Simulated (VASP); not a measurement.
Crystal: Si5P.

```
Si P
1.0
     2.77882   -3.26398    0.00000
     2.77882    3.26398    0.00000
     0.00000    0.00000    5.52377
Si P
5 1
Direct
  0.00000 0.50000 0.50000
  0.50000 0.00000 0.50000
  0.00000 0.50000 0.00000
  0.50000 0.00000 0.00000
  0.50000 0.50000 0.50000
  0.50000 0.50000 0.00000
```

The cell was generated, and may not be a known phase.

- Program: VASP 6.6.1
- Task: relaxation of cell and atoms
- Functional: PBE
- Potentials or basis: VASP PAW PBE potentials, release 64 (Si, P)
- Cutoff: 600 eV
- k mesh: 4 × 4 × 4
- Occupations: gaussian, width 0.1 eV
- Spin: no spin polarisation

At the start: pressure 18.6 GPa; volume 16.70 Å³/atom.

Where does the relaxation end?

Over 15 steps the energy falls by 642.9 meV/atom and the volume is 17.84 Å³/atom (+6.8 %); space group Cmmm (No. 65, to 0.1 Å) before and after.

The path:
```tsv
step	energy change (eV)	largest force (eV/Å)	pressure (GPa)	volume (Å³)
1	0.0000	0.0000	18.60	100.20
2	-2.5345	0.0000	-8.15	127.63
3	-2.8881	0.0000	-5.20	118.09
4	-2.8925	0.0000	-4.84	117.45
5	-2.8928	0.0000	-4.56	116.97
6	-3.1949	0.0000	-0.08	109.73
7	-3.2126	0.0000	1.74	107.61
8	-3.4105	0.0000	1.13	107.32
9	-3.7892	0.0000	1.94	104.88
10	-3.7677	0.0000	1.36	105.46
11	-3.7909	0.0000	1.75	105.05
12	-3.7071	0.0000	-1.27	109.28
13	-3.8453	0.0000	0.19	106.71
14	-3.8569	0.0000	-0.24	107.11
15	-3.8577	0.0000	-0.16	107.03
```

Final structure:
```yaml
crystal:
  lattice:
    - [2.46129, -4.23149, 0.00000]
    - [2.46129, 4.23149, 0.00000]
    - [0.00000, 0.00000, 5.13826]
  atoms:
    - { symbol: Si, position: [0.00000, 0.50000, 0.50000] }
    - { symbol: Si, position: [0.50000, 0.00000, 0.50000] }
    - { symbol: Si, position: [0.00000, 0.50000, 0.00000] }
    - { symbol: Si, position: [0.50000, 0.00000, 0.00000] }
    - { symbol: Si, position: [0.50000, 0.50000, 0.50000] }
    - { symbol: P, position: [0.50000, 0.50000, 0.00000] }
```

Caveat: the k points lie up to 0.37 Å⁻¹ apart in the final cell, too coarse for converged energies and pressures of a metal.
